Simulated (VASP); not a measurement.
## FeNi3: single point with PBEsol

FeNi3:

```
Fe Ni
1.0
     0.00000    2.77566    2.77566
     2.77566    0.00000    2.77566
     2.77566    2.77566    0.00000
Fe Ni
1 3
Direct
  0.00000 0.00000 0.00000
  0.75000 0.75000 0.75000
  0.25000 0.25000 0.25000
  0.50000 0.50000 0.50000
```

| Quantity | Value |
| --- | --- |
| Program | VASP 6.6.1 |
| Task | single point |
| Functional | PBEsol |
| Potentials or basis | VASP PAW PBE potentials, release 64 (Fe, Ni) |
| Cutoff | 520 eV |
| k mesh | 14 × 14 × 14 |
| Occupations | gaussian, width 0.1 eV |
| Spin | collinear spin, ferromagnetic start |
| Starting moments | [3.06, 0.76, 0.76, 0.34] μB |
| Dipole correction | no |
| Further INCAR settings | ALGO = Fast; EDIFF = 1e-06; NBANDS = 31 |

- Pressure: -0.1 GPa
- Net moment: 4.36 μB per cell
- Site moments: Fe +2.78; Ni +0.63, +0.30 (each value once) μB
- Valence electrons inside the program's atomic spheres: Fe 7.18; Ni 9.42

Levels at points of the mesh, in eV from the Fermi level:
Spin up:
| k point | band 18 | band 19 | band 20 | band 21 | band 22 | band 23 | band 24 | band 25 |
| --- | --- | --- | --- | --- | --- | --- | --- | --- |
| (0.00, 0.00, 0.00) | -0.67 | -0.32 | -0.32 | -0.32 | 8.19 | 8.19 | 8.19 | 8.31 |
| (0.50, 0.00, 0.00) | -0.96 | -0.69 | -0.69 | -0.52 | -0.26 | 6.66 | 6.66 | 6.69 |
| (0.50, 0.50, 0.00) | -0.84 | -0.23 | -0.07 | -0.07 | 0.06 | 0.06 | 0.09 | 6.61 |
Spin down:
```
           k point  band 14  band 15  band 16  band 17  band 18  band 19  band 20  band 21
(0.00, 0.00, 0.00)    -0.34    -0.27    -0.27     0.93     0.93     0.93     1.19     1.19
(0.50, 0.00, 0.00)    -0.42    -0.18    -0.18     0.27     0.37     0.37     0.90     0.90
(0.50, 0.50, 0.00)    -0.50    -0.30    -0.13     0.14     0.14     0.31     0.45     0.95
```

It took 8.9 min on 1 thread of Intel(R) Xeon(R) Platinum 8175M CPU @ 2.50GHz (Skylake/Cascade Lake) (shared host), peak memory 0.33 GiB.

Caveat: the PAW data sets were made with another functional, which shifts forces and pressure a little.
